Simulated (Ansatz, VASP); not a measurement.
One calculation of Co, two programs

INCAR

```
  ALGO = Normal
  EDIFF = 1E-6
  ENCUT = 520
  GGA = PE
  ISIF = 2
  ISMEAR = 0
  ISPIN = 2
  LASPH = T
  LCHARG = F
  LMAXMIX = 4
  LORBIT = 11
  LREAL = F
  LWAVE = F
  MAGMOM = 1.69 1.69
  NBANDS = 20
  NELM = 150
  PREC = Accurate
  SIGMA = 1.0
```

The input KPOINTS:

```
k-points
0
Gamma
  14 14 8
```

File POSCAR:

```
Co
1.0
    2.4935221926      0.0000000000      0.0000000000
   -1.2467610963      2.1594535637      0.0000000000
    0.0000000000      0.0000000000      4.0277844638
Co
2
Direct
    0.3333333333      0.6666666667      0.2500000000
    0.6666666667      0.3333333333      0.7500000000
```

Input for Ansatz:

```yaml
crystal:
  lattice:
    - [2.4935221926, 0.0, 0.0]
    - [-1.2467610963, 2.1594535637, 0.0]
    - [0.0, 0.0, 4.0277844638]
  atoms:
    - { symbol: Co, position: [0.3333333333, 0.6666666667, 0.25], spin: 1.69 }
    - { symbol: Co, position: [0.6666666667, 0.3333333333, 0.75], spin: 1.69 }
hamiltonian:
  xc: pbe
  pseudopotentials:
    kind: paw
    azcp:
      Co: "pseudopotentials/Co.paw.azcp"
basis:
  ecutwfc: 420
  fft_grid_basis: typed
kpoints:
  mp_grid: { grid: [14, 14, 8], shift: [0, 0, 0] }
magnetization:
  spin_polarized: true
scf:
  occupations: { method: gaussian, width: 1.0 }
  lower_state_search: "off"
output:
  stress: true
```

Alike in both runs: task single point; functional PBE; k mesh 14 × 14 × 8; occupations gaussian, width 1 eV; collinear spin.

|  | VASP | Ansatz |
| --- | --- | --- |
| version | VASP 6.6.1 | Ansatz 0.2.0 |
| potentials or method | VASP PAW PBE potentials, release 64 (Co), cutoff 520 eV | plane waves (420 eV) with PAW, scalar-relativistic |
| valence electrons in the cell | 18 | 34 |

Ansatz gave:

- pressure (GPa): -0.7
- traceless stress, the component that is largest in VASP (GPa): 0.55
- net moment per atom (μB): 0.79
- size of the moment on the site where the two differ most (μB): 0.82

**Question.** Which values does VASP return?

**Answer.** Pressure (GPa): -1.2; traceless stress, the component that is largest in VASP (GPa): 0.48; net moment per atom (μB): 0.75; size of the moment on the site where the two differ most (μB): 0.76.

Site moments also hang on the region over which each program counts them. With one functional, cell and mesh, what is left measures potentials, basis and numerics. VASP's potentials hold 18 valence electrons a cell and Ansatz's 34, so a difference there can come from the potentials and not from the codes.
